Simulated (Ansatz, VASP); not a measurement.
# GeSe: VASP beside Ansatz

```
Ge Se
1.0
    11.19780    0.00000    0.00000
     0.00000    3.87901    0.00000
     0.00000    0.00000    4.53404
Ge Se
4 4
Direct
  0.12670 0.25000 0.12083
  0.87330 0.75000 0.87917
  0.37330 0.75000 0.62083
  0.62670 0.25000 0.37917
  0.85256 0.25000 0.49921
  0.14744 0.75000 0.50079
  0.64744 0.75000 0.99921
  0.35256 0.25000 0.00079
```

Alike in both runs: functional PBE; k mesh 4 × 8 × 6; occupations gaussian, width 0.02 eV; no spin polarisation.

Ansatz relaxed the structure, and its values are those at the end. VASP's run is a single point on that final structure, the one shown.

|  | VASP | Ansatz |
| --- | --- | --- |
| version | VASP 6.6.1 | Ansatz 0.2.0 |
| potentials or method | VASP PAW PBE potentials, release 64 (Ge_d, Se), cutoff 500 eV | scalar-relativistic, plane waves, PAW |
| valence electrons in the cell | 80 | 120 |

```csv
,VASP,Ansatz,Ansatz less VASP
gap on the k mesh at the Fermi level (eV),0.87,0.88,+0.007
least direct gap on the mesh (eV),0.97,0.98,+0.009
pressure (GPa),0.0,0.0,-0.02
rms of the force components (eV/Å),0.009,0.002,-0.0072
```

VASP's potentials hold 80 valence electrons a cell and Ansatz's 120, so a difference there can come from the potentials and not from the codes.
